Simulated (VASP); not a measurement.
ZnGe3:

```xyz
4
Lattice="4.2224 0.0000 0.0000 0.0000 4.2224 0.0000 0.0000 0.0000 4.2224" Properties=species:S:1:pos:R:3 pbc="T T T"
Zn    0.0000    0.0000    0.0000
Ge    0.0000    2.1112    2.1112
Ge    2.1112    0.0000    2.1112
Ge    2.1112    2.1112    0.0000
```

Base run:

* Program: VASP 6.6.1
* Functional: BLYP
* Potentials or basis: VASP PAW PBE potentials, release 64 (Zn, Ge_d)
* Cutoff: 500 eV
* k mesh: 7 × 7 × 7
* Occupations: methfessel-paxton, width 0.15 eV
* Spin: no spin polarisation

Its results: band gap on the k mesh zero (bands 27 and 28 overlap by 3.25 eV); pressure 5.7 GPa.

Task: After a change of settings the same cell gave: band gap on the k mesh zero (bands 27 and 28 overlap by 3.28 eV); pressure -5.7 GPa. Which change was it?
A. functional from BLYP to LDA; potentials or basis from VASP PAW PBE potentials, release 64 (Zn, Ge_d) to VASP PAW LDA potentials, release 64 (Zn, Ge_d)
B. functional from BLYP to RPBE
C. functional from BLYP to r2SCAN; cutoff from 500 eV to 550 eV

Result: A.

Caveats: the cell stands under pressure (at least some runs); the PAW data sets were made with another functional, which shifts forces and pressure a little (at least some runs); the cell stands under tension (at least some runs).
